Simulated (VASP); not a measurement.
Wanted: the native input for a VASP 6.6.1 run.

- Task: single point
- Functional: PBEsol-based screened hybrid
- Potentials or basis: VASP PAW PBE potentials, release 64 (Bi_d, Te)
- Cutoff: 520 eV
- k mesh: 4 × 4 × 4
- Occupations: fermi-dirac, width 0.05 eV
- Spin: no spin polarisation
- Dipole correction: no
- Grid for exact exchange (PRECFOCK): Normal
- Share of exact exchange: 0.25
- Further INCAR settings: ALGO = Normal; EDIFF = 1e-07; NBANDS = 18
- Screening parameter: 0.207 1/Å

Crystal: BiTe.

```
Bi Te
1.0
     2.42271    1.39875    3.31729
    -2.42271    1.39875    3.31729
     0.00000   -2.79750    3.31729
Bi Te
1 1
Direct
  0.50000 0.50000 0.50000
  0.00000 0.00000 0.00000
```

One way to write it, as run:

POSCAR

```
BiTe
1.0
    2.4227077728      1.3987509848      3.3172919545
   -2.4227077728      1.3987509848      3.3172919545
    0.0000000000     -2.7975019696      3.3172919545
Bi Te
1 1
Direct
    0.5000000000      0.5000000000      0.5000000000
    0.0000000000      0.0000000000      0.0000000000
```

INCAR.step1

```
ALGO = Normal ; EDIFF = 1E-5
ENCUT = 520 ; GGA = PE
ISIF = 2 ; ISMEAR = -1
LASPH = T ; LREAL = F
LWAVE = T ; NBANDS = 18
NELM = 100 ; PREC = Accurate
SIGMA = 0.05
```

INCAR.step2

```
AEXX = 0.25 ; ALGO = Normal
EDIFF = 1E-7 ; ENCUT = 520
GGA = PS ; HFSCREEN = 0.207
ISIF = 2 ; ISMEAR = -1
ISTART = 1 ; LASPH = T
LCHARG = T ; LELF = T
LHFCALC = T ; LREAL = F
LVHAR = T ; LWAVE = F
NBANDS = 18 ; NELM = 100
PREC = Accurate ; PRECFOCK = Normal
SIGMA = 0.05
```

KPOINTS

```
k-points
0
Gamma
  4 4 4
```

Potentials or basis: VASP PAW PBE potentials, release 64 (Bi_d, Te).

Run with:

```bash
$ cat potpaw_PBE.64/Bi_d/POTCAR potpaw_PBE.64/Te/POTCAR > POTCAR
$ cp INCAR.step1 INCAR
$ mpirun -np 1 vasp_std > vasp.out
$ cp INCAR.step2 INCAR
$ mpirun -np 1 vasp_std > vasp.out
```

It gave:

```yaml
Pressure: -3.5 GPa
```

Caveat: the k points lie up to 0.41 Å⁻¹ apart; the PAW data sets were made with another functional, which shifts forces and pressure a little.

Run time: 20 min on 1 thread of Intel(R) Xeon(R) 6975P-C (Granite Rapids), on a shared host, peak memory 0.3 GiB.
